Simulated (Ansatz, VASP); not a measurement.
Two plane-wave programs on BN

```
CELL_PARAMETERS angstrom
0.00000 1.80257 1.80257
1.80257 0.00000 1.80257
1.80257 1.80257 0.00000
ATOMIC_POSITIONS crystal
B 0.00000 0.00000 0.00000
N 0.25000 0.25000 0.25000
```

Alike in both runs: functional PBEsol; k mesh 10 × 10 × 10; occupations gaussian, width 0.02 eV; no spin polarisation.

Ansatz relaxed the structure, and its values are those at the end. VASP's run is a single point on that final structure, the one shown.

|  | VASP | Ansatz |
| --- | --- | --- |
| version | VASP 6.6.1 | Ansatz 0.2.0 |
| potentials or method | VASP PAW PBE potentials, release 64 (B, N), cutoff 600 eV | scalar-relativistic, plane waves, PAW |
| valence electrons in the cell | 8 | 8 |

```csv
,VASP,Ansatz,Ansatz less VASP
gap on the k mesh at the Fermi level (eV),4.29,4.29,+0.008
least direct gap on the mesh (eV),8.80,8.80,+0.003
pressure (GPa),0.5,0.0,-0.49
```

VASP's potentials were made for PBE, not for PBEsol, and Ansatz warns of the same on its side. The functional is the same, so the differences come from potentials, cutoffs and numerics.
